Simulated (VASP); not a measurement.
Here is a VASP 6.6.1 calculation.

INCAR

```
SYSTEM = ReBi
ALGO = Normal
EDIFF = 1E-8
ENCUT = 600
GGA = PS
IBRION = 6
ISIF = 3
ISMEAR = 0
LASPH = .TRUE.
LCHARG = .FALSE.
LREAL = .FALSE.
LWAVE = .FALSE.
NELM = 100
NFREE = 2
NSW = 1
POTIM = 0.015
PREC = Accurate
SIGMA = 0.05
```

KPOINTS

```
k-points
0
G
  10 10 10
  0 0 0
```

File POSCAR:

```
ReBi
1.0
    0.0000000000      3.0677205794      3.0677205794
    3.0677205794      0.0000000000      3.0677205794
    3.0677205794      3.0677205794      0.0000000000
Re Bi
1 1
Direct
    0.0000000000      0.0000000000      0.0000000000
    0.2500000000      0.2500000000      0.2500000000
```

Potentials or basis: VASP PAW PBE potentials, release 64 (Re, Bi_d).

Command:

```console
$ cat potpaw_PBE.64/Re/POTCAR potpaw_PBE.64/Bi_d/POTCAR > POTCAR
$ mpirun -np 1 vasp_std > vasp.out
```

Problem. Estimate the elastic constants C11, C12, C44.

Solution. 82, 97, -38 GPa.

Problem. What does it give for the Voigt bulk modulus?

Solution. 92 GPa.

Problem. Predict the highest phonon frequency at Γ.

Solution. 161 cm⁻¹.

Phonon frequencies in cm⁻¹ (negative: imaginary):
| q point | frequencies |
| --- | --- |
| (0.000, 0.000, 0.000) | 0 0 0 161 161 161 |

Caveat: the elastic tensor has a negative eigenvalue, so either the cell is unstable as it stands or the mesh is too thin; the PAW data sets were made with another functional, which shifts forces and pressure a little.
